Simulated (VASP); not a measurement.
# In (P6_3/mmc) in VASP: notebook

Runs on In. Level: PBE. Tasks: single point.

All numbers are computed with VASP 6.6.1; they aren't measurements. Logs are shortened: lines on timing, memory, paths and dates and some standing lists are left out, and cuts for length are marked.

## 1. The cell of the first run

Symmetry: P6_3/mmc, No. 194, hexagonal system. Conventional cell: a = 3.149 Å, b = 3.149 Å, c = 11.082 Å, α = 90.00°, β = 90.00°, γ = 120.00°. In (site symmetry -3m) has 12 In at 3.15 to 3.31 Å within 4.1 Å. Within 4.1 Å of In (site symmetry -6m2) lie 12 In at 3.15 to 3.31 Å.

This isn't the form of In at room conditions, which is tetragonal.

## 2. Single point, PBE (strained)

File INCAR:

```
PREC = Accurate
ENCUT = 520
EDIFF = 1E-6
ISMEAR = 0
SIGMA = 0.1
LREAL = False
LASPH = True
NELM = 60
ALGO = Fast
ISIF = 2
LWAVE = False
LCHARG = False
GGA = PE
NBANDS = 34
```

File KPOINTS:

```
Automatic mesh
0
Gamma
  15 15 4
```

File POSCAR:

```
In
1.0
    3.1488942402      0.0000000000      0.0000000000
   -1.5744471201      2.7270224058      0.0000000000
    0.0000000000      0.0000000000     11.0815807482
In
4
Direct
    0.0000000000      0.0000000000      0.0000000000
    0.3333333300      0.6666666700      0.2500000000
    0.0000000000      0.0000000000      0.5000000000
    0.6666666700      0.3333333300      0.7500000000
```

Potentials or basis: VASP PAW PBE potentials, release 64 (In_d).

Launch:

```console
cat potpaw_PBE.64/In_d/POTCAR > POTCAR
mpirun -np 1 vasp_std > vasp.out
```

OUTCAR:

```text
PREC = Accurate
   ENCUT = 520
   EDIFF = 1E-6
   ISMEAR = 0
   LREAL = False
   LASPH = True
   NELM = 60
   ISIF = 2
   GGA = PE

 ion  position               nearest neighbor table
   1  0.000  0.000  0.000-   2 3.31   4 3.31   2 3.31   4 3.31   4 3.31   2 3.31
   2  0.333  0.667  0.250-   1 3.31   3 3.31   1 3.31   3 3.31   1 3.31   3 3.31
   3  0.000  0.000  0.500-   2 3.31   4 3.31   2 3.31   4 3.31   4 3.31   2 3.31
   4  0.667  0.333  0.750-   1 3.31   3 3.31   1 3.31   3 3.31   1 3.31   3 3.31

  LATTYP: Found a hexagonal cell.
 ALAT       =     3.1488942402
 C/A-ratio  =     3.5191975033

  Lattice vectors:

 A1 = (   3.1488942402,   0.0000000000,   0.0000000000)
 A2 = (  -1.5744471201,   2.7270224058,   0.0000000000)
 A3 = (   0.0000000000,   0.0000000000,  11.0815807482)

Analysis of symmetry for initial positions (statically):
=====================================================================
 Subroutine PRICEL returns:
 Original cell was already a primitive cell.

 Routine SETGRP: Setting up the symmetry group for a
 hexagonal supercell.

 Subroutine GETGRP returns: Found 24 space group operations
 (whereof 12 operations were pure point group operations)
 out of a pool of 24 trial point group operations.

The static configuration has the point symmetry D_3d.
 The point group associated with its full space group is D_6h.

Analysis of symmetry for dynamics (positions and initial velocities):
=====================================================================
 Subroutine PRICEL returns:
 Original cell was already a primitive cell.

 Routine SETGRP: Setting up the symmetry group for a
 hexagonal supercell.

 Subroutine GETGRP returns: Found 24 space group operations
 (whereof 12 operations were pure point group operations)
 out of a pool of 24 trial point group operations.

The dynamic configuration has the point symmetry D_3d.
 The point group associated with its full space group is D_6h.

 Subroutine INISYM returns: Found 24 space group operations
 (whereof 12 operations are pure point group operations),
 and found     1 'primitive' translations

----------------------------------------------------------------------------------------

                                     Primitive cell

  volume of cell :      95.1587

  direct lattice vectors                    reciprocal lattice vectors
     3.148894240  0.000000000  0.000000000     0.317571796  0.183350162  0.000000000
    -1.574447120  2.727022406  0.000000000     0.000000000  0.366700324  0.000000000
     0.000000000  0.000000000 11.081580748     0.000000000  0.000000000  0.090239833

  length of vectors
     3.148894240  3.148894240 11.081580748     0.366700324  0.366700324  0.090239833

  position of ions in fractional coordinates (direct lattice)
     0.000000000  0.000000000  0.000000000
     0.333333330  0.666666670  0.250000000
     0.000000000  0.000000000  0.500000000
     0.666666670  0.333333330  0.750000000

  ion indices of the primitive-cell ions
   primitive index   ion index
                 1           1
                 2           2
                 3           3
                 4           4

----------------------------------------------------------------------------------------

 KPOINTS: Automatic mesh

Automatic generation of k-mesh.
 Grid dimensions read from file:
 generate k-points for:   15   15    4

 Generating k-lattice:

  Cartesian coordinates                     Fractional coordinates (reciprocal lattice)
     0.021171453  0.012223344  0.000000000     0.066666667  0.000000000  0.000000000
     0.000000000  0.024446688  0.000000000     0.000000000  0.066666667  0.000000000
     0.000000000  0.000000000  0.022559958     0.000000000  0.000000000  0.250000000

  Length of vectors
     0.024446688  0.024446688  0.022559958

  Shift w.r.t. Gamma in fractional coordinates (k-lattice)
     0.000000000  0.000000000  0.000000000

 Subroutine IBZKPT returns following result:
 ===========================================

 Found     81 irreducible k-points:

 Following reciprocal coordinates:
            Coordinates               Weight
  0.000000  0.000000  0.000000      1.000000
  0.066667 -0.000000  0.000000      6.000000
  0.133333  0.000000  0.000000      6.000000
  0.200000  0.000000  0.000000      6.000000
  0.266667  0.000000  0.000000      6.000000
  0.333333  0.000000  0.000000      6.000000
[... 16 lines left out ...]
  0.333333  0.200000  0.000000     12.000000
  0.400000  0.200000  0.000000      6.000000
 [... further k-points ...]
   k-points           NKPTS =     81   k-points in BZ     NKDIM =     81   number of bands    NBANDS=     34
   number of dos      NEDOS =    301   number of ions     NIONS =      4
   total plane-waves  NPLWV =  48384
   dimension x,y,z NGX =    24 NGY =   24 NGZ =   84
   dimension x,y,z NGXF=    48 NGYF=   48 NGZF=  168
   ions per type =               4
   NGX,Y,Z   is equivalent  to a cutoff of  12.67, 12.67, 12.60 a.u.
   NGXF,Y,Z  is equivalent  to a cutoff of  25.34, 25.34, 25.20 a.u.
 SYSTEM =  unknown system
   PREC   = accura    normal or accurate (medium, high low for compatibility)
   ISTART =      0    job   : 0-new  1-cont  2-samecut
   ICHARG =      2    charge: 1-file 2-atom 10-const
   ISPIN  =      1    spin polarized calculation?
   LNONCOLLINEAR =      F non collinear calculations
   LSORBIT =      F    spin-orbit coupling
   LASPH  =      T    aspherical Exc in radial PAW
   ENCUT  =  520.0 eV  38.22 Ry    6.18 a.u.   5.85  5.85 20.60*2*pi/ulx,y,z
   NELM   =     60;   NELMIN=  2; NELMDL= -5     # of ELM steps
   EDIFF  = 0.1E-05   stopping-criterion for ELM
   LREAL  =      F    real-space projection
   EDIFFG = 0.1E-04   stopping-criterion for IOM
   NSW    =      0    number of steps for IOM
   IBRION =     -1    ionic relax: 0-MD 1-quasi-New 2-CG
   NFREE  =      0    steps in history (QN), initial steepest desc. (CG)
   ISIF   =      2    stress and relaxation
   ISYM   =      2    0-nonsym 1-usesym 2-fastsym
   POTIM  = 0.5000    time-step for ionic-motion
   TEBEG  =    0.0;   TEEND  =   0.0 temperature during run
   PSTRESS=    0.0 pullay stress
   NELECT =      52.0000    total number of electrons
   NUPDOWN=      -1.0000    fix difference up-down
   EMIN   =  10.00;   EMAX   =-10.00  energy-range for DOS
   EFERMI =   0.00;   METHOD = LEGACY
   ISMEAR =     0;   SIGMA  =   0.10  broadening in eV -4-tet -1-fermi 0-gaus
   EFERMI_NEDOS =   21; number of points for ismear=-14 and -15
   IALGO  =     68    algorithm
   IMIX   =      4    mixing-type and parameters
     AMIX     =   0.40;   BMIX     =  1.00
     AMIX_MAG =   1.60;   BMIX_MAG =  1.00
  volume/ion in A,a.u.               =      23.79       160.54
  Fermi-wavevector in a.u.,A,eV,Ry     =   1.338422  2.529251 24.373121  1.791374
  Thomas-Fermi vector in A             =   2.466894
   LORBIT       =      0    0 simple, 1 ext, 2 COOP (PROOUT), +10 PAW based schemes
   GGA     = PE    functional components
   LHFCALC =     F    Hartree Fock is set to
   AEXX    =    0.0000 exact exchange contribution
   IVDW    =     0    specifies the selected vdW correction
   LEPSILON=     F    determine dielectric tensor
   LRPA    =     F    only Hartree local field effects (RPA)
 non-spin polarized calculation
 RMM-DIIS sequential band-by-band and
 Gauss-broadening in eV      SIGMA  =   0.10
  energy-cutoff  :      520.00
  volume of cell :       95.16
 maximum number of plane-waves:      2586
 NGX is ok and might be reduce to    24
   NGX = 11   NGY = 11   NGZ = 41

 number of electron      52.0000010 magnetization

 Free energy of the ion-electron system (eV)
  ---------------------------------------------------
  ext. energy  EPLUGINS =         0.00000000
  ---------------------------------------------------
  free energy    TOTEN  =        -9.89368198 eV

  energy without entropy =       -9.88378990  energy(sigma->0) =       -9.88873594

 E-fermi :   8.7447     XC(G=0): -10.7105

 val. band max:        8.7425337764   @ k =   0.4000   0.0667   0.5000
 cond. band min:       8.7581531954   @ k =   0.4667   0.0667   0.0000
 fundamental gap:      0.0156194190
 Fermi energy:         8.7447187028

 k-point     1 :       0.0000    0.0000    0.0000
  band No.  band energies     occupation
      1      -6.2297      2.00000
      2      -6.2002      2.00000
      3      -6.1885      2.00000
      4      -6.1785      2.00000
      5      -6.0965      2.00000
      6      -6.0965      2.00000
[... 26 lines left out ...]
     33      19.7613      0.00000
     34      20.6077      0.00000

 k-point     2 :       0.0667   -0.0000    0.0000
  band No.  band energies     occupation
      1      -6.2165      2.00000
      2      -6.1898      2.00000
      3      -6.1820      2.00000
      4      -6.1678      2.00000
      5      -6.1014      2.00000
      6      -6.1013      2.00000
[... 26 lines left out ...]
     33      19.2901      0.00000
     34      19.3112      0.00000

 k-point     3 :       0.1333    0.0000    0.0000
  band No.  band energies     occupation
      1      -6.2074      2.00000
      2      -6.1766      2.00000
      3      -6.1712      2.00000
      4      -6.1415      2.00000
      5      -6.1041      2.00000
      6      -6.0995      2.00000
[... 26 lines left out ...]
     33      18.4330      0.00000
     34      18.5978      0.00000
[... 704 lines left out ...]
 k-point    23 :       0.3333    0.2000    0.0000
  band No.  band energies     occupation
      1      -6.2263      2.00000
      2      -6.2165      2.00000
      3      -6.1622      2.00000
      4      -6.1521      2.00000
      5      -6.1237      2.00000
      6      -6.1101      2.00000
[... 26 lines left out ...]
     33      12.6770      0.00000
     34      13.8895      0.00000

 k-point    24 :       0.4000    0.2000    0.0000
  band No.  band energies     occupation
      1      -6.2317      2.00000
      2      -6.2265      2.00000
      3      -6.1568      2.00000
      4      -6.1463      2.00000
      5      -6.1359      2.00000
      6      -6.1228      2.00000
[... 26 lines left out ...]
     33      11.8963      0.00000
     34      13.7870      0.00000

 [... further k-points ...]

------------------------ aborting loop because EDIFF is reached ----------------------------------------

  FORCE on cell =-STRESS in cart. coord.  units (eV):
  Direction    XX          YY          ZZ          XY          YZ          ZX
  --------------------------------------------------------------------------------------
  -------------------------------------------------------------------------------------
  Total        5.1447357      5.1447357      3.1282473      0.0000000     -0.0000000      0.0000000
  in kB       86.6213907     86.6213907     52.6699805      0.0000000     -0.0000000      0.0000000
  external PRESSURE =      75.3042540 kB  Pullay stress =       0.0000000 kB

 VOLUME and BASIS-vectors are now :
 -----------------------------------------------------------------------------
  energy-cutoff  :      520.00
  volume of cell :       95.16
      direct lattice vectors                 reciprocal lattice vectors
     3.148894240  0.000000000  0.000000000     0.317571796  0.183350162  0.000000000
    -1.574447120  2.727022406  0.000000000     0.000000000  0.366700324  0.000000000
     0.000000000  0.000000000 11.081580748     0.000000000  0.000000000  0.090239833

 POSITION                                       TOTAL-FORCE (eV/Angst)
 -----------------------------------------------------------------------------------
      0.00000      0.00000      0.00000         0.000000      0.000000      0.000000
     -0.00000      1.81801      2.77040         0.000000      0.000000      0.000000
      0.00000      0.00000      5.54079         0.000000      0.000000      0.000000
      1.57445      0.90901      8.31119        -0.000000     -0.000000     -0.000000
 -----------------------------------------------------------------------------------
    total drift:                                0.000000      0.000000      0.000000

  FREE ENERGIE OF THE ION-ELECTRON SYSTEM (eV)
  ---------------------------------------------------
  free  energy   TOTEN  =        -9.8936819783 eV

  energy  without entropy=       -9.8837899006  energy(sigma->0) =       -9.88873594
```

Run time: 2 min. Hardware: 1 thread of Intel Xeon 6975P-C (Granite Rapids), shared host; peak memory 0.33 GiB.

What came out:

| Quantity | Value |
| --- | --- |
| Free energy | -9.8937 eV |
| Pressure | 7.5 GPa |
| Band gap on the k mesh | zero (bands 26 and 27 overlap by 4.48 eV) |

Levels at points of the mesh, in eV from the Fermi level:
```csv
k point,band 24,band 25,band 26,band 27,band 28,band 29
"(0.00, 0.00, 0.00)",-5.30,-4.16,2.08,2.09,9.36,10.06
"(0.00, 0.00, 0.50)",-7.24,-1.57,-1.57,6.18,6.18,10.31
```

Caveat: the cell differs from its parent crystal (strained); the cell stands under pressure; spin-orbit coupling is left out, which moves the levels of the heavy elements.

## 3. Single point, PBE (strained)

File INCAR:

```
PREC = Accurate
ENCUT = 520
EDIFF = 1E-6
ISMEAR = 0
SIGMA = 0.1
LREAL = F
LASPH = T
NELM = 100
ALGO = Fast
ISIF = 2
LWAVE = F
LCHARG = F
GGA = PE
NBANDS = 34
```

KPOINTS is that of step 2.

File POSCAR:

```
In
1.0
    3.3351502748      0.0000000000      0.0000000000
   -1.6675751374      2.8883248634      0.0000000000
    0.0000000000      0.0000000000     10.5455912223
In
4
Direct
    0.0000000000      0.0000000000      0.0000000000
    0.3333333300      0.6666666700      0.2500000000
    0.0000000000      0.0000000000      0.5000000000
    0.6666666700      0.3333333300      0.7500000000
```

Potentials or basis: VASP PAW PBE potentials, release 64 (In_d).

Launch:

```console
cat potpaw_PBE.64/In_d/POTCAR > POTCAR
mpirun -np 1 vasp_std > vasp.out
```

Wall time 3 min (1 thread of Intel Xeon 6975P-C (Granite Rapids), shared host); peak memory 0.36 GiB.

The run converged. Its results:

| Item | Value |
| --- | --- |
| Free energy | -10.1393 eV |
| Pressure | 3.5 GPa |
| Band gap on the k mesh | zero (bands 26 and 27 overlap by 5.11 eV) |

Stress tensor (GPa, compression positive):
```
3.21 0.00 0.00
0.00 3.21 0.00
0.00 0.00 4.11
```

Levels at points of the mesh, in eV from the Fermi level:
| k point | band 23 | band 24 | band 25 | band 26 | band 27 | band 28 | band 29 | band 30 |
| --- | --- | --- | --- | --- | --- | --- | --- | --- |
| (0.00, 0.00, 0.00) | -8.29 | -4.00 | -3.42 | 3.70 | 3.71 | 8.13 | 8.13 | 9.04 |
| (0.00, 0.00, 0.50) | -6.40 | -6.40 | -0.31 | -0.31 | 8.20 | 8.20 | 8.40 | 8.40 |

Caveat: the cell differs from its parent crystal (strained); the cell stands under pressure; spin-orbit coupling is left out, which moves the levels of the heavy elements.
